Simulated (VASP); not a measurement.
# ZnSe (gw) (F-43m) in VASP: single point with PBE

Aim: the single point of ZnSe (gw) with PBE.

Everything below comes from runs of VASP 6.6.1. Logs are shortened: lines on timing, memory, paths and dates and some standing lists are left out, and cuts for length are marked.

## Step 1: The cell of the first run

Symmetry: F-43m, No. 216, cubic system. Conventional cell: a = 5.733 Å, b = 5.733 Å, c = 5.733 Å, α = 90.00°, β = 90.00°, γ = 90.00°. Within 3.3 Å of Zn (site symmetry -43m) lie 4 Se at 2.48 Å. Se (site symmetry -43m) has 4 Zn at 2.48 Å within 3.3 Å.

## Step 2: Single point, PBE

The input, INCAR:

```
PREC = Accurate
ENCUT = 520
EDIFF = 1E-7
ISMEAR = 0
SIGMA = 0.01
LREAL = False
LASPH = True
NELM = 100
ALGO = Normal
ISIF = 2
LWAVE = False
LCHARG = False
GGA = PE
NBANDS = 16
```

The input, KPOINTS:

```
regular mesh
0
Gamma
  4 4 4
```

The input, POSCAR:

```
ZnSe
1.0
    0.0000000000      2.8664359634      2.8664359634
    2.8664359634      0.0000000000      2.8664359634
    2.8664359634      2.8664359634      0.0000000000
Zn Se
1 1
Direct
    0.0000000000      0.0000000000      0.0000000000
    0.2500000000      0.2500000000      0.2500000000
```

Potentials or basis: VASP PAW PBE potentials, release 64 (Zn, Se).

Started as:

```console
cat potpaw_PBE.64/Zn/POTCAR potpaw_PBE.64/Se/POTCAR > POTCAR
mpirun -np 1 vasp_std > vasp.out
```

OUTCAR:

```text
PREC = Accurate
   ENCUT = 520
   EDIFF = 1E-7
   ISMEAR = 0
   LREAL = False
   LASPH = True
   NELM = 100
   ISIF = 2
   GGA = PE

 ion  position               nearest neighbor table
   1  0.000  0.000  0.000-   2 2.48   2 2.48   2 2.48   2 2.48
   2  0.250  0.250  0.250-   1 2.48   1 2.48   1 2.48   1 2.48

  LATTYP: Found a face centered cubic cell.
 ALAT       =     5.7328719268

  Lattice vectors:

 A1 = (   0.0000000000,   2.8664359634,   2.8664359634)
 A2 = (   2.8664359634,   0.0000000000,   2.8664359634)
 A3 = (   2.8664359634,   2.8664359634,   0.0000000000)

Analysis of symmetry for initial positions (statically):
=====================================================================
 Subroutine PRICEL returns:
 Original cell was already a primitive cell.

 Routine SETGRP: Setting up the symmetry group for a
 face centered cubic supercell.

 Subroutine GETGRP returns: Found 24 space group operations
 (whereof 24 operations were pure point group operations)
 out of a pool of 48 trial point group operations.

The static configuration has the point symmetry T_d .

Analysis of symmetry for dynamics (positions and initial velocities):
=====================================================================
 Subroutine PRICEL returns:
 Original cell was already a primitive cell.

 Routine SETGRP: Setting up the symmetry group for a
 face centered cubic supercell.

 Subroutine GETGRP returns: Found 24 space group operations
 (whereof 24 operations were pure point group operations)
 out of a pool of 48 trial point group operations.

The dynamic configuration has the point symmetry T_d .

 Subroutine INISYM returns: Found 24 space group operations
 (whereof 24 operations are pure point group operations),
 and found     1 'primitive' translations

----------------------------------------------------------------------------------------

                                     Primitive cell

  volume of cell :      47.1039

  direct lattice vectors                    reciprocal lattice vectors
     0.000000000  2.866435963  2.866435963    -0.174432643  0.174432643  0.174432643
     2.866435963  0.000000000  2.866435963     0.174432643 -0.174432643  0.174432643
     2.866435963  2.866435963  0.000000000     0.174432643  0.174432643 -0.174432643

  length of vectors
     4.053752615  4.053752615  4.053752615     0.302126200  0.302126200  0.302126200

  position of ions in fractional coordinates (direct lattice)
     0.000000000  0.000000000  0.000000000
     0.250000000  0.250000000  0.250000000

  ion indices of the primitive-cell ions
   primitive index   ion index
                 1           1
                 2           2

----------------------------------------------------------------------------------------

 KPOINTS: regular mesh

Automatic generation of k-mesh.
 Grid dimensions read from file:
 generate k-points for:    4    4    4

 Generating k-lattice:

  Cartesian coordinates                     Fractional coordinates (reciprocal lattice)
    -0.043608161  0.043608161  0.043608161     0.250000000  0.000000000  0.000000000
     0.043608161 -0.043608161  0.043608161     0.000000000  0.250000000  0.000000000
     0.043608161  0.043608161 -0.043608161     0.000000000  0.000000000  0.250000000

  Length of vectors
     0.075531550  0.075531550  0.075531550

  Shift w.r.t. Gamma in fractional coordinates (k-lattice)
     0.000000000  0.000000000  0.000000000

 Subroutine IBZKPT returns following result:
 ===========================================

 Found      8 irreducible k-points:

 Following reciprocal coordinates:
            Coordinates               Weight
  0.000000  0.000000  0.000000      1.000000
  0.250000  0.000000  0.000000      8.000000
  0.500000  0.000000  0.000000      4.000000
  0.250000  0.250000  0.000000      6.000000
  0.500000  0.250000  0.000000     24.000000
 -0.250000  0.250000  0.000000     12.000000
  0.500000  0.500000  0.000000      3.000000
 -0.250000  0.500000  0.250000      6.000000
   k-points           NKPTS =      8   k-points in BZ     NKDIM =      8   number of bands    NBANDS=     16
   number of dos      NEDOS =    301   number of ions     NIONS =      2
   total plane-waves  NPLWV =  27000
   dimension x,y,z NGX =    30 NGY =   30 NGZ =   30
   dimension x,y,z NGXF=    60 NGYF=   60 NGZF=   60
   ions per type =               1   1
   NGX,Y,Z   is equivalent  to a cutoff of  12.30, 12.30, 12.30 a.u.
   NGXF,Y,Z  is equivalent  to a cutoff of  24.61, 24.61, 24.61 a.u.
 SYSTEM =  unknown system
   PREC   = accura    normal or accurate (medium, high low for compatibility)
   ISTART =      0    job   : 0-new  1-cont  2-samecut
   ICHARG =      2    charge: 1-file 2-atom 10-const
   ISPIN  =      1    spin polarized calculation?
   LNONCOLLINEAR =      F non collinear calculations
   LSORBIT =      F    spin-orbit coupling
   LASPH  =      T    aspherical Exc in radial PAW
   ENCUT  =  520.0 eV  38.22 Ry    6.18 a.u.   7.54  7.54  7.54*2*pi/ulx,y,z
   NELM   =    100;   NELMIN=  2; NELMDL= -5     # of ELM steps
   EDIFF  = 0.1E-06   stopping-criterion for ELM
   LREAL  =      F    real-space projection
   EDIFFG = 0.1E-05   stopping-criterion for IOM
   NSW    =      0    number of steps for IOM
   IBRION =     -1    ionic relax: 0-MD 1-quasi-New 2-CG
   NFREE  =      0    steps in history (QN), initial steepest desc. (CG)
   ISIF   =      2    stress and relaxation
   ISYM   =      2    0-nonsym 1-usesym 2-fastsym
   POTIM  = 0.5000    time-step for ionic-motion
   TEBEG  =    0.0;   TEEND  =   0.0 temperature during run
   PSTRESS=    0.0 pullay stress
   NELECT =      18.0000    total number of electrons
   NUPDOWN=      -1.0000    fix difference up-down
   EMIN   =  10.00;   EMAX   =-10.00  energy-range for DOS
   EFERMI =   0.00;   METHOD = LEGACY
   ISMEAR =     0;   SIGMA  =   0.01  broadening in eV -4-tet -1-fermi 0-gaus
   EFERMI_NEDOS =   21; number of points for ismear=-14 and -15
   IALGO  =     38    algorithm
   IMIX   =      4    mixing-type and parameters
     AMIX     =   0.40;   BMIX     =  1.00
     AMIX_MAG =   1.60;   BMIX_MAG =  1.00
  volume/ion in A,a.u.               =      23.55       158.94
  Fermi-wavevector in a.u.,A,eV,Ry     =   1.187992  2.244979 19.202234  1.411324
  Thomas-Fermi vector in A             =   2.324131
   LORBIT       =      0    0 simple, 1 ext, 2 COOP (PROOUT), +10 PAW based schemes
   GGA     = PE    functional components
   LHFCALC =     F    Hartree Fock is set to
   AEXX    =    0.0000 exact exchange contribution
   IVDW    =     0    specifies the selected vdW correction
   LEPSILON=     F    determine dielectric tensor
   LRPA    =     F    only Hartree local field effects (RPA)
 non-spin polarized calculation
 Gauss-broadening in eV      SIGMA  =   0.01
  energy-cutoff  :      520.00
  volume of cell :       47.10
 maximum number of plane-waves:      1283
   NGX = 15   NGY = 15   NGZ = 15

 number of electron      18.0000017 magnetization

 Free energy of the ion-electron system (eV)
  ---------------------------------------------------
  ext. energy  EPLUGINS =         0.00000000
  ---------------------------------------------------
  free energy    TOTEN  =        -5.96864776 eV

  energy without entropy =       -5.96864776  energy(sigma->0) =       -5.96864776

 E-fermi :   1.4780     XC(G=0):  -9.1515

 val. band max:        1.3551535798   @ k =   0.0000   0.0000   0.0000
 cond. band min:       2.4951367707   @ k =   0.0000   0.0000   0.0000
 fundamental gap:      1.1399831909
 Fermi energy:         1.4779522398

 k-point     1 :       0.0000    0.0000    0.0000
  band No.  band energies     occupation
      1     -11.6847      2.00000
      2      -5.1019      2.00000
      3      -5.1019      2.00000
      4      -5.1019      2.00000
      5      -4.7655      2.00000
      6      -4.7655      2.00000
      7       1.3552      2.00000
      8       1.3552      2.00000
      9       1.3552      2.00000
     10       2.4951      0.00000
     11       7.1421      0.00000
     12       7.1421      0.00000
     13       7.1421      0.00000
     14      11.1377      0.00000
     15      12.7259      0.00000
     16      12.7259      0.00000

 k-point     2 :       0.2500    0.0000    0.0000
  band No.  band energies     occupation
      1     -11.3458      2.00000
      2      -5.0553      2.00000
      3      -5.0553      2.00000
      4      -5.0343      2.00000
      5      -4.7652      2.00000
      6      -4.7652      2.00000
      7      -1.6167      2.00000
      8       0.9047      2.00000
      9       0.9047      2.00000
     10       3.9968      0.00000
     11       7.7534      0.00000
     12       7.7534      0.00000
     13       7.8179      0.00000
     14      11.7362      0.00000
     15      11.7362      0.00000
     16      11.9971      0.00000

 k-point     3 :       0.5000    0.0000    0.0000
  band No.  band energies     occupation
      1     -10.9496      2.00000
      2      -5.0214      2.00000
      3      -5.0213      2.00000
      4      -4.7486      2.00000
      5      -4.7486      2.00000
      6      -4.6175      2.00000
      7      -3.6695      2.00000
      8       0.5335      2.00000
      9       0.5335      2.00000
     10       3.8204      0.00000
     11       7.7190      0.00000
     12       7.7190      0.00000
     13       9.8263      0.00000
     14      12.1608      0.00000
     15      14.3042      0.00000
     16      14.3042      0.00000

 k-point     4 :       0.2500    0.2500    0.0000
  band No.  band energies     occupation
      1     -11.2320      2.00000
      2      -5.0994      2.00000
      3      -4.9999      2.00000
      4      -4.9999      2.00000
      5      -4.7876      2.00000
      6      -4.7434      2.00000
      7      -1.4828      2.00000
      8       0.1732      2.00000
      9       0.1732      2.00000
     10       5.1787      0.00000
     11       5.3781      0.00000
     12       9.2748      0.00000
     13       9.2748      0.00000
     14       9.5639      0.00000
     15      13.5793      0.00000
     16      14.8968      0.00000

 k-point     5 :       0.5000    0.2500    0.0000
  band No.  band energies     occupation
      1     -10.8328      2.00000
      2      -5.0177      2.00000
      3      -4.9465      2.00000
      4      -4.8521      2.00000
      5      -4.7406      2.00000
      6      -4.6293      2.00000
      7      -3.1020      2.00000
      8      -0.9725      2.00000
      9      -0.1509      2.00000
     10       5.0758      0.00000
     11       6.8602      0.00000
     12       8.8261      0.00000
     13       9.5950      0.00000
     14      12.1832      0.00000
     15      14.4739      0.00000
     16      15.2260      0.00000

 k-point     6 :      -0.2500    0.2500    0.0000
  band No.  band energies     occupation
      1     -10.9666      2.00000
      2      -5.0086      2.00000
      3      -4.9947      2.00000
      4      -4.8544      2.00000
      5      -4.7758      2.00000
      6      -4.7163      2.00000
      7      -2.6767      2.00000
      8      -1.0596      2.00000
      9       0.4943      2.00000
     10       5.3853      0.00000
     11       7.6827      0.00000
     12       8.0859      0.00000
     13       8.6015      0.00000
     14      11.1672      0.00000
     15      13.1599      0.00000
     16      15.2215      0.00000

 k-point     7 :       0.5000    0.5000    0.0000
  band No.  band energies     occupation
      1     -10.7005      2.00000
      2      -5.0526      2.00000
      3      -4.8711      2.00000
      4      -4.8711      2.00000
      5      -4.7214      2.00000
      6      -4.5970      2.00000
      7      -3.2670      2.00000
      8      -0.7158      2.00000
      9      -0.7158      2.00000
     10       4.3963      0.00000
     11       4.7953      0.00000
     12      11.8508      0.00000
     13      12.3527      0.00000
     14      12.3527      0.00000
     15      15.1681      0.00000
     16      15.6166      0.00000

 k-point     8 :      -0.2500    0.5000    0.2500
  band No.  band energies     occupation
      1     -10.6960      2.00000
      2      -4.9875      2.00000
      3      -4.9140      2.00000
      4      -4.7924      2.00000
      5      -4.7904      2.00000
      6      -4.4899      2.00000
      7      -3.1803      2.00000
      8      -1.2782      2.00000
      9      -1.1584      2.00000
     10       6.7361      0.00000
     11       6.8257      0.00000
     12       8.2240      0.00000
     13       9.0534      0.00000
     14      12.8015      0.00000
     15      14.9175      0.00000
     16      15.2567      0.00000

------------------------ aborting loop because EDIFF is reached ----------------------------------------

  FORCE on cell =-STRESS in cart. coord.  units (eV):
  Direction    XX          YY          ZZ          XY          YZ          ZX
  --------------------------------------------------------------------------------------
  -------------------------------------------------------------------------------------
  Total        0.1511921      0.1511921      0.1511921      0.0000000      0.0000000     -0.0000000
  in kB        5.1426010      5.1426010      5.1426010      0.0000000      0.0000000     -0.0000000
  external PRESSURE =       5.1426010 kB  Pullay stress =       0.0000000 kB

 VOLUME and BASIS-vectors are now :
 -----------------------------------------------------------------------------
  energy-cutoff  :      520.00
  volume of cell :       47.10
      direct lattice vectors                 reciprocal lattice vectors
     0.000000000  2.866435963  2.866435963    -0.174432643  0.174432643  0.174432643
     2.866435963  0.000000000  2.866435963     0.174432643 -0.174432643  0.174432643
     2.866435963  2.866435963  0.000000000     0.174432643  0.174432643 -0.174432643

 POSITION                                       TOTAL-FORCE (eV/Angst)
 -----------------------------------------------------------------------------------
      0.00000      0.00000      0.00000         0.000000      0.000000     -0.000000
      1.43322      1.43322      1.43322        -0.000000     -0.000000      0.000000
 -----------------------------------------------------------------------------------
    total drift:                               -0.000001     -0.000001     -0.000001

  FREE ENERGIE OF THE ION-ELECTRON SYSTEM (eV)
  ---------------------------------------------------
  free  energy   TOTEN  =        -5.9686477591 eV

  energy  without entropy=       -5.9686477591  energy(sigma->0) =       -5.96864776
```

It took 6.4 s on 1 thread of AMD EPYC 7R13 (Zen 3), shared host; peak memory 0.13 GiB.

What came out:

- Free energy: -5.9686 eV
- Pressure: 0.5 GPa
- Band gap on the k mesh: 1.14 eV, direct

Caveat: the k points lie up to 0.47 Å⁻¹ apart.
